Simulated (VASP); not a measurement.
A run of VASP 6.6.1:

File INCAR:

```
SYSTEM = BeS
ALGO = Normal
EDIFF = 1E-6
ENCUT = 520
GGA = PE
ISIF = 2
ISMEAR = 0
LASPH = .True.
LCHARG = .False.
LREAL = .False.
LWAVE = .False.
NBANDS = 11
NELM = 80
PREC = Accurate
SIGMA = 0.01
```

KPOINTS

```
k-points
0
Gamma
  8 8 8
  0 0 0
```

The input POSCAR:

```
BeS
1.0
    0.0000000000      2.4380109239      2.4380109239
    2.4380109239      0.0000000000      2.4380109239
    2.4380109239      2.4380109239      0.0000000000
Be S
1 1
Direct
    0.0000000000      0.0000000000      0.0000000000
    0.2500000000      0.2500000000      0.2500000000
```

Potentials or basis: VASP PAW PBE potentials, release 64 (Be, S).

Launch:

```bash
$ cat potpaw_PBE.64/Be/POTCAR potpaw_PBE.64/S/POTCAR > POTCAR
$ mpirun -np 1 vasp_std > vasp.out
```

Hardware: 1 thread of Intel Xeon 6975P-C (shared host).

**Question.** Estimate the wall time of this run.

**Answer.** Run time: 6.4 s on 1 thread of Intel Xeon 6975P-C, with other jobs on the host, peak memory 0.15 GiB. Counts: scf iterations 12, k points 29.
